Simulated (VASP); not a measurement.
# NaF in VASP: further runs

The runs below take NaF through single point, with PBE.

Program: VASP 6.6.1. These are calculated values, not measurements. Logs are shortened: lines on timing, memory, paths and dates and some standing lists are left out, and cuts for length are marked.

**1. The cell of the first run**

The structure is tetragonal, space group I4/mmm (No. 139). The conventional cell has a = 3.137 Å, b = 3.137 Å, c = 4.594 Å, α = 90.00°, β = 90.00°, γ = 90.00°. Na (site symmetry 4/mmm) has 6 F at 2.22 to 2.30 Å within 2.9 Å. Within 2.9 Å of F (site symmetry 4/mmm) lie 6 Na at 2.22 to 2.30 Å.

**2. Single point, PBE (biaxial xy strain -3.5%)**

The input, INCAR:

```
ALGO     = Normal         # electronic algorithm
EDIFF    = 1E-6           # SCF threshold, eV
ENCUT    = 520            # plane-wave cutoff, eV
GGA      = PE             # functional
ISIF     = 2              # what is computed and relaxed
ISMEAR   = -1             # smearing method
LASPH    = T              # aspherical terms in the spheres
LCHARG   = T              # write CHGCAR
LELF     = T              # ELF
LREAL    = F              # projectors in reciprocal space
LVHAR    = T            
LWAVE    = F              # write WAVECAR
NBANDS   = 14             # bands
NELM     = 100            # most SCF steps
PREC     = Accurate       # precision mode
SIGMA    = 0.02           # smearing width, eV
```

The input, KPOINTS:

```
k-points
0
Gamma
  10 10 10
```

The input, POSCAR:

```
NaF
1.0
    0.0000000000      2.2179157890      2.2971680881
    2.2179157890      0.0000000000      2.2971680881
    2.2179157890      2.2179157890      0.0000000000
Na F
1 1
Direct
    0.0000000000      0.0000000000      0.0000000000
    0.5000000000      0.5000000000      0.5000000000
```

Potentials or basis: VASP PAW PBE potentials, release 64 (Na_pv, F).

The run is started by

```bash
> cat potpaw_PBE.64/Na_pv/POTCAR potpaw_PBE.64/F/POTCAR > POTCAR
> mpirun -np 1 vasp_std > vasp.out
```

OUTCAR:

```text
EDIFF = 1E-6
   ENCUT = 520
   GGA = PE
   ISIF = 2
   ISMEAR = -1
   LASPH = T
   LREAL = F
   NELM = 100
   PREC = Accurate

 ion  position               nearest neighbor table
   1  0.000  0.000  0.000-   2 2.22   2 2.22   2 2.22   2 2.22   2 2.30   2 2.30
   2  0.500  0.500  0.500-   1 2.22   1 2.22   1 2.22   1 2.22   1 2.30   1 2.30

  LATTYP: Found a body centered tetragonal cell.
 ALAT       =     3.1366065890
 C/A-ratio  =     1.4647473458

  Lattice vectors:

 A1 = (  -2.2179157890,   0.0000000000,   2.2971680881)
 A2 = (   2.2179157890,   0.0000000000,   2.2971680881)
 A3 = (   0.0000000000,   2.2179157890,  -2.2971680881)

Analysis of symmetry for initial positions (statically):
=====================================================================
 Subroutine PRICEL returns:
 Original cell was already a primitive cell.

 Routine SETGRP: Setting up the symmetry group for a
 body centered tetragonal supercell.

 Subroutine GETGRP returns: Found 16 space group operations
 (whereof 16 operations were pure point group operations)
 out of a pool of 16 trial point group operations.

The static configuration has the point symmetry D_4h.

Analysis of symmetry for dynamics (positions and initial velocities):
=====================================================================
 Subroutine PRICEL returns:
 Original cell was already a primitive cell.

 Routine SETGRP: Setting up the symmetry group for a
 body centered tetragonal supercell.

 Subroutine GETGRP returns: Found 16 space group operations
 (whereof 16 operations were pure point group operations)
 out of a pool of 16 trial point group operations.

The dynamic configuration has the point symmetry D_4h.

 Subroutine INISYM returns: Found 16 space group operations
 (whereof 16 operations are pure point group operations),
 and found     1 'primitive' translations

----------------------------------------------------------------------------------------

                                     Primitive cell

  volume of cell :      22.6002

  direct lattice vectors                    reciprocal lattice vectors
     0.000000000  2.217915789  2.297168088    -0.225436873  0.225436873  0.217659301
     2.217915789  0.000000000  2.297168088     0.225436873 -0.225436873  0.217659301
     2.217915789  2.217915789  0.000000000     0.225436873  0.225436873 -0.217659301

  length of vectors
     3.193138217  3.193138217  3.136606589     0.386029971  0.386029971  0.386029971

  position of ions in fractional coordinates (direct lattice)
     0.000000000  0.000000000  0.000000000
     0.500000000  0.500000000  0.500000000

  ion indices of the primitive-cell ions
   primitive index   ion index
                 1           1
                 2           2

----------------------------------------------------------------------------------------

 KPOINTS: k-points

Automatic generation of k-mesh.
 Grid dimensions read from file:
 generate k-points for:   10   10   10

 Generating k-lattice:

  Cartesian coordinates                     Fractional coordinates (reciprocal lattice)
    -0.022543687  0.022543687  0.021765930     0.100000000  0.000000000  0.000000000
     0.022543687 -0.022543687  0.021765930     0.000000000  0.100000000  0.000000000
     0.022543687  0.022543687 -0.021765930    -0.000000000 -0.000000000  0.100000000

  Length of vectors
     0.038602997  0.038602997  0.038602997

  Shift w.r.t. Gamma in fractional coordinates (k-lattice)
     0.000000000  0.000000000  0.000000000

 Subroutine IBZKPT returns following result:
 ===========================================

 Found    102 irreducible k-points:

 Following reciprocal coordinates:
            Coordinates               Weight
  0.000000  0.000000  0.000000      1.000000
  0.100000  0.000000  0.000000      8.000000
  0.200000  0.000000  0.000000      8.000000
  0.300000  0.000000  0.000000      8.000000
  0.400000  0.000000  0.000000      8.000000
  0.500000  0.000000  0.000000      4.000000
[... 16 lines left out ...]
  0.300000  0.300000  0.000000      2.000000
  0.400000  0.300000  0.000000      8.000000
 [... further k-points ...]
   k-points           NKPTS =    102   k-points in BZ     NKDIM =    102   number of bands    NBANDS=     14
   number of dos      NEDOS =    301   number of ions     NIONS =      2
   total plane-waves  NPLWV =  13824
   dimension x,y,z NGX =    24 NGY =   24 NGZ =   24
   dimension x,y,z NGXF=    48 NGYF=   48 NGZF=   48
   ions per type =               1   1
   NGX,Y,Z   is equivalent  to a cutoff of  12.50, 12.50, 12.72 a.u.
   NGXF,Y,Z  is equivalent  to a cutoff of  24.99, 24.99, 25.44 a.u.
 SYSTEM =  unknown system
   PREC   = accura    normal or accurate (medium, high low for compatibility)
   ISTART =      0    job   : 0-new  1-cont  2-samecut
   ICHARG =      2    charge: 1-file 2-atom 10-const
   ISPIN  =      1    spin polarized calculation?
   LNONCOLLINEAR =      F non collinear calculations
   LSORBIT =      F    spin-orbit coupling
   LASPH  =      T    aspherical Exc in radial PAW
   ENCUT  =  520.0 eV  38.22 Ry    6.18 a.u.   5.94  5.94  5.83*2*pi/ulx,y,z
   NELM   =    100;   NELMIN=  2; NELMDL= -5     # of ELM steps
   EDIFF  = 0.1E-05   stopping-criterion for ELM
   LREAL  =      F    real-space projection
   EDIFFG = 0.1E-04   stopping-criterion for IOM
   NSW    =      0    number of steps for IOM
   IBRION =     -1    ionic relax: 0-MD 1-quasi-New 2-CG
   NFREE  =      0    steps in history (QN), initial steepest desc. (CG)
   ISIF   =      2    stress and relaxation
   ISYM   =      2    0-nonsym 1-usesym 2-fastsym
   POTIM  = 0.5000    time-step for ionic-motion
   TEBEG  =    0.0;   TEEND  =   0.0 temperature during run
   PSTRESS=    0.0 pullay stress
   NELECT =      14.0000    total number of electrons
   NUPDOWN=      -1.0000    fix difference up-down
   EMIN   =  10.00;   EMAX   =-10.00  energy-range for DOS
   EFERMI =   0.00;   METHOD = LEGACY
   ISMEAR =    -1;   SIGMA  =   0.02  broadening in eV -4-tet -1-fermi 0-gaus
   EFERMI_NEDOS =   21; number of points for ismear=-14 and -15
   IALGO  =     38    algorithm
   IMIX   =      4    mixing-type and parameters
     AMIX     =   0.40;   BMIX     =  1.00
     AMIX_MAG =   1.60;   BMIX_MAG =  1.00
  volume/ion in A,a.u.               =      11.30        76.26
  Fermi-wavevector in a.u.,A,eV,Ry     =   1.395554  2.637214 26.498300  1.947570
  Thomas-Fermi vector in A             =   2.518994
   LORBIT       =      0    0 simple, 1 ext, 2 COOP (PROOUT), +10 PAW based schemes
   GGA     = PE    functional components
   LHFCALC =     F    Hartree Fock is set to
   AEXX    =    0.0000 exact exchange contribution
   IVDW    =     0    specifies the selected vdW correction
   LEPSILON=     F    determine dielectric tensor
   LRPA    =     F    only Hartree local field effects (RPA)
 non-spin polarized calculation
  energy-cutoff  :      520.00
  volume of cell :       22.60
 maximum number of plane-waves:       622
   NGX = 11   NGY = 11   NGZ = 11

 number of electron      14.0000018 magnetization

 Free energy of the ion-electron system (eV)
  ---------------------------------------------------
  ext. energy  EPLUGINS =         0.00000000
  ---------------------------------------------------
  free energy    TOTEN  =        -8.47837523 eV

  energy without entropy =       -8.47837523  energy(sigma->0) =       -8.47837523

 E-fermi :  -1.1226     XC(G=0):  -9.6213

 val. band max:       -1.6286646210   @ k =   0.0000   0.0000   0.0000
 cond. band min:       5.2140817804   @ k =   0.0000   0.0000   0.0000
 fundamental gap:      6.8427464014
 Fermi energy:        -1.1226286744

 k-point     1 :       0.0000    0.0000    0.0000
  band No.  band energies     occupation
      1     -20.9842      2.00000
      2     -20.3085      2.00000
      3     -20.2974      2.00000
      4     -20.2974      2.00000
      5      -1.6393      2.00000
      6      -1.6287      2.00000
      7      -1.6287      2.00000
      8       5.2141      0.00000
      9      17.8659      0.00000
     10      18.1341      0.00000
     11      18.1341      0.00000
     12      21.1146      0.00000
     13      22.8703      0.00000
     14      23.9331      0.00000

 k-point     2 :       0.1000    0.0000    0.0000
  band No.  band energies     occupation
      1     -21.0849      2.00000
      2     -20.3081      2.00000
      3     -20.2982      2.00000
      4     -20.1816      2.00000
      5      -1.8544      2.00000
      6      -1.6677      2.00000
      7      -1.6575      2.00000
      8       5.5964      0.00000
      9      16.7247      0.00000
     10      18.1279      0.00000
     11      18.3258      0.00000
     12      22.5416      0.00000
     13      22.6896      0.00000
     14      23.5504      0.00000

 k-point     3 :       0.2000    0.0000    0.0000
  band No.  band energies     occupation
      1     -21.2692      2.00000
      2     -20.3135      2.00000
      3     -20.3004      2.00000
      4     -19.9522      2.00000
      5      -2.3672      2.00000
      6      -1.7501      2.00000
      7      -1.7323      2.00000
      8       6.5729      0.00000
      9      14.9419      0.00000
     10      18.5603      0.00000
     11      18.8336      0.00000
     12      22.0339      0.00000
     13      22.9104      0.00000
     14      24.1998      0.00000
[... 324 lines left out ...]
 k-point    23 :       0.3000    0.3000    0.0000
  band No.  band energies     occupation
      1     -21.1136      2.00000
      2     -20.3400      2.00000
      3     -20.3400      2.00000
      4     -20.0664      2.00000
      5      -2.8407      2.00000
      6      -1.9068      2.00000
      7      -1.9067      2.00000
      8       8.5892      0.00000
      9      13.3412      0.00000
     10      16.9179      0.00000
     11      19.2250      0.00000
     12      19.2250      0.00000
     13      25.3904      0.00000
     14      26.1735      0.00000

 k-point    24 :       0.4000    0.3000    0.0000
  band No.  band energies     occupation
      1     -21.0937      2.00000
      2     -20.3701      2.00000
      3     -20.3461      2.00000
      4     -20.0523      2.00000
      5      -2.9707      2.00000
      6      -2.0362      2.00000
      7      -1.9626      2.00000
      8       9.6067      0.00000
      9      12.8314      0.00000
     10      15.8310      0.00000
     11      19.3323      0.00000
     12      19.4597      0.00000
     13      25.1983      0.00000
     14      26.5601      0.00000

 [... further k-points ...]
[... 5 lines left out ...]
  --------------------------------------------------------------------------------------
  -------------------------------------------------------------------------------------
  Total        1.4611938      1.4611938      0.7836734      0.0000000     -0.0000000     -0.0000000
  in kB      103.5870625    103.5870625     55.5562383      0.0000000     -0.0000000     -0.0000000
  external PRESSURE =      87.5767878 kB  Pullay stress =       0.0000000 kB

 VOLUME and BASIS-vectors are now :
 -----------------------------------------------------------------------------
  energy-cutoff  :      520.00
  volume of cell :       22.60
      direct lattice vectors                 reciprocal lattice vectors
     0.000000000  2.217915789  2.297168088    -0.225436873  0.225436873  0.217659301
     2.217915789  0.000000000  2.297168088     0.225436873 -0.225436873  0.217659301
     2.217915789  2.217915789  0.000000000     0.225436873  0.225436873 -0.217659301

 POSITION                                       TOTAL-FORCE (eV/Angst)
 -----------------------------------------------------------------------------------
      0.00000      0.00000      0.00000        -0.000000      0.000000      0.000000
      2.21792      2.21792      2.29717         0.000000     -0.000000      0.000000
 -----------------------------------------------------------------------------------
    total drift:                                0.000000     -0.000000      0.000000

  FREE ENERGIE OF THE ION-ELECTRON SYSTEM (eV)
  ---------------------------------------------------
  free  energy   TOTEN  =        -8.4783752318 eV

  energy  without entropy=       -8.4783752318  energy(sigma->0) =       -8.47837523
```

It took 20 s on 1 thread of Intel Xeon Platinum 8175M at 2.50GHz (Skylake/Cascade Lake), shared host; peak memory 0.15 GiB.

Results:

```
Free energy            : -8.4784 eV
Pressure               : 8.8 GPa
Band gap on the k mesh : 6.84 eV
```

Stress tensor (GPa, compression positive):
```
10.36  0.00  0.00
 0.00 10.36  0.00
 0.00  0.00  5.56
```

Caveat: the cell differs from its parent crystal (biaxial xy strain -3.5%); the cell stands under pressure.

**3. Single point, PBE (strain along [111] +3.3%)**

The input, INCAR:

```
PREC     = Accurate       # precision mode
ENCUT    = 520            # plane-wave cutoff, eV
EDIFF    = 1E-6           # SCF threshold, eV
ISMEAR   = -1             # smearing method
SIGMA    = 0.02           # smearing width, eV
LREAL    = False          # projectors in reciprocal space
LASPH    = True           # aspherical terms in the spheres
NELM     = 100            # most SCF steps
ALGO     = Normal         # electronic algorithm
ISIF     = 2              # what is computed and relaxed
LWAVE    = False          # write WAVECAR
LCHARG   = True           # write CHGCAR
GGA      = PE             # functional
LELF     = True           # ELF
LVHAR    = True         
NBANDS   = 14             # bands
```

The input, KPOINTS:

```
regular mesh
0
Gamma
  10 10 10
```

The input, POSCAR:

```
NaF
1.0
    0.0506908425      2.3478589306      2.3478589306
    2.3478589306      0.0506908425      2.3478589306
    2.3478589306      2.3478589306      0.0506908425
Na F
1 1
Direct
    0.0000000000      0.0000000000      0.0000000000
    0.5000000000      0.5000000000      0.5000000000
```

Potentials or basis: VASP PAW PBE potentials, release 64 (Na_pv, F).

The run is started by

```bash
> cat potpaw_PBE.64/Na_pv/POTCAR potpaw_PBE.64/F/POTCAR > POTCAR
> mpirun -np 1 vasp_std > vasp.out
```

It took 44 s on 1 thread of Intel Xeon Platinum 8175M at 2.50GHz (Skylake/Cascade Lake), shared host; peak memory 0.17 GiB.

The run converged. Its results:

* Free energy: -8.5606 eV
* Pressure: 1.6 GPa
* Band gap on the k mesh: 6.23 eV

Stress tensor (GPa, compression positive):
```
 1.62 -0.62 -0.62
-0.62  1.62 -0.62
-0.62 -0.62  1.62
```

Levels at points of the mesh, in eV from the valence-band top:
```
           k point  band 4  band 5  band 6  band 7  band 8  band 9  band 10  band 11
(0.00, 0.00, 0.00)  -19.00   -0.09    0.00    0.00    6.23   18.39    19.16    19.16
(0.50, 0.00, 0.00)  -18.23   -1.60   -0.33   -0.27   10.71   12.47    19.69    20.09
(0.50, 0.50, 0.00)  -18.95   -1.29   -0.48   -0.39   13.06   13.19    13.56    19.40
(0.50, 0.50, 0.50)  -18.21   -1.63   -0.22   -0.22   10.69   12.10    20.36    20.36
```

Caveat: the cell differs from its parent crystal (strain along [111] +3.3%). A k mesh can miss the band edges.
